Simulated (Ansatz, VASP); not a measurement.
This is a calculation of MgI2 for Ansatz 0.2.0.

The input input.yaml:

```yaml
crystal:
  lattice:
    - [4.0840471951, 0.0, 0.0]
    - [-2.0420235975, 3.5368886212, 0.0]
    - [0.0, 0.0, 6.7870156286]
  atoms:
    - { symbol: I, position: [0.6666666667, 0.3333333333, 0.75] }
    - { symbol: I, position: [0.3333333333, 0.6666666667, 0.25] }
    - { symbol: Mg, position: [0.0, 0.0, 0.0] }
kpoints:
  mp_grid: { grid: [8, 8, 4] }
scf:
  occupations: { method: fermi_dirac, width: 0.05 }
hamiltonian:
  xc: pbesol
  pseudopotentials: { kind: all_electron, lapw: { basis_error: 0.002 } }
output:
  forces: true
  stress: true
  eigenvalues: true
```

Potentials or basis: all-electron LAPW, scalar-relativistic.

Launch:

```sh
$ ansatz run input.yaml --threads 2 --pin off --max-ram 6144MiB --backend cpu --events-out ev --progress --plain --runs-dir out
```

Set up the same calculation for VASP 6.6.1. Potentials there: VASP PAW PBE potentials, release 64 (I, Mg).

As run (the cutoff follows the program's own potentials):

File INCAR:

```
SYSTEM = MgI2
PREC = Accurate ; ENCUT = 520
EDIFF = 1E-6 ; ISMEAR = -1
SIGMA = 0.05 ; LREAL = .False.
LASPH = .True. ; NELM = 80
ALGO = Normal ; ISIF = 2
LWAVE = .False. ; LCHARG = .True.
GGA = PS ; LELF = .True.
LVHAR = .True. ; NBANDS = 15
```

KPOINTS

```
Automatic mesh
0
Gamma
  8 8 4
  0 0 0
```

The input POSCAR:

```
MgI2
1.0
    4.0840471951      0.0000000000      0.0000000000
   -2.0420235975      3.5368886212      0.0000000000
    0.0000000000      0.0000000000      6.7870156286
I Mg
2 1
Direct
    0.6666666667      0.3333333333      0.7500000000
    0.3333333333      0.6666666667      0.2500000000
    0.0000000000      0.0000000000      0.0000000000
```

Potentials or basis: VASP PAW PBE potentials, release 64 (I, Mg).

The run is started by

```sh
$ cat potpaw_PBE.64/I/POTCAR potpaw_PBE.64/Mg/POTCAR > POTCAR
$ mpirun -np 1 vasp_std > vasp.out
```

Both were run:

|  | VASP | Ansatz | Ansatz less VASP |
| --- | --- | --- | --- |
| gap on the k mesh at the Fermi level (eV) | 3.45 | 3.47 | +0.013 |
| least direct gap on the mesh (eV) | 3.68 | 3.69 | +0.007 |
| pressure (GPa) | 0.4 | 0.4 | +0.03 |
| traceless stress, the component that is largest in VASP (GPa) | -0.33 | -0.33 | -0.004 |
| rms of the force components (eV/Å) | 0.056 | 0.055 | -0.0010 |

VASP's potentials were made for PBE, not for PBEsol. Atom by atom the forces differ by 0.001 eV/Å (rms over components). Ansatz ran all-electron here, and VASP with PAW potentials.

Spin-orbit coupling is off throughout.
